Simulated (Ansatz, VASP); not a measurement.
**WCl: VASP beside Ansatz**

```
CELL_PARAMETERS angstrom
0.00000 2.52076 2.52076
2.52076 0.00000 2.52076
2.52076 2.52076 0.00000
ATOMIC_POSITIONS crystal
W 0.50000 0.50000 0.50000
Cl 0.00000 0.00000 0.00000
```

Change from the starting cell: species swapped into the PrBi type (Fm-3m, No. 225).

Alike in both runs: functional PBE; k mesh 6 × 6 × 6; occupations gaussian, width 0.2 eV; no spin polarisation.

Ansatz relaxed the structure, and its values are those at the end. VASP's run is a single point on that final structure, the one shown.

|  | VASP | Ansatz |
| --- | --- | --- |
| version | VASP 6.6.1 | Ansatz 0.2.0 |
| potentials or method | VASP PAW PBE potentials, release 64 (W_sv, Cl), cutoff 500 eV | scalar-relativistic, plane waves, PAW |
| valence electrons in the cell | 21 | 21 |

Ansatz gave:

```
gap on the k mesh at the Fermi level (eV) : none
pressure (GPa)                            : -0.3
```

Question: Which values does VASP return?

Answer: gap on the k mesh at the Fermi level (eV): none; pressure (GPa): 0.6.

A gap of «none» marks a metal or a gap that the smearing closes. The functional is the same, so the differences come from potentials, cutoffs and numerics.

Neither program's run includes spin-orbit coupling.
